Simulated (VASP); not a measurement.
## ZrAl3B3N: single point with PBE

The system is ZrAl3B3N.

```
CELL_PARAMETERS angstrom
5.02239 0.00000 0.00000
-2.51120 4.34952 0.00000
0.00000 0.00000 4.50867
ATOMIC_POSITIONS crystal
Zr 0.00000 0.00000 0.50000
Al 0.62180 0.00000 0.00000
Al 0.00000 0.62180 0.00000
Al 0.37820 0.37820 0.00000
B 0.50761 0.00000 0.50000
B 0.00000 0.50761 0.50000
B 0.49239 0.49239 0.50000
N 0.00000 0.00000 0.00000
```

- Program: VASP 6.6.1
- Task: single point
- Functional: PBE
- Potentials or basis: VASP PAW PBE potentials, release 64 (Zr_sv, Al, B, N)
- Cutoff: 520 eV
- k mesh: 3 × 3 × 2
- Occupations: gaussian, width 0.15 eV
- Spin: no spin polarisation

The pressure is -0.1 GPa and the largest force is 0.034 eV/Å.

Forces in eV/Å, atoms in the order of the input:
```
Zr   0.000  0.000  0.000
Al   0.034  0.000  0.000
Al  -0.017  0.030  0.000
Al  -0.017 -0.030  0.000
B   -0.005  0.000  0.000
B    0.002 -0.004  0.000
B    0.002  0.004  0.000
N    0.000  0.000  0.000
```

Stress tensor (GPa, compression positive):
```
-0.06  0.00  0.00
 0.00 -0.06  0.00
 0.00  0.00 -0.20
```

Levels at points of the mesh, in eV from the Fermi level:
```csv
k point,band 16,band 17,band 18,band 19,band 20,band 21
"(0.00, 0.00, 0.00)",-0.80,-0.43,-0.43,0.73,0.73,1.13
"(0.00, 0.00, 0.50)",-1.51,-1.43,-1.43,2.58,2.58,2.62
```

It took 22 s on 1 thread of Intel(R) Xeon(R) Platinum 8259CL CPU @ 2.50GHz (Skylake/Cascade Lake) (shared host), peak memory 0.23 GiB.

Caveat: the k points lie up to 0.70 Å⁻¹ apart.
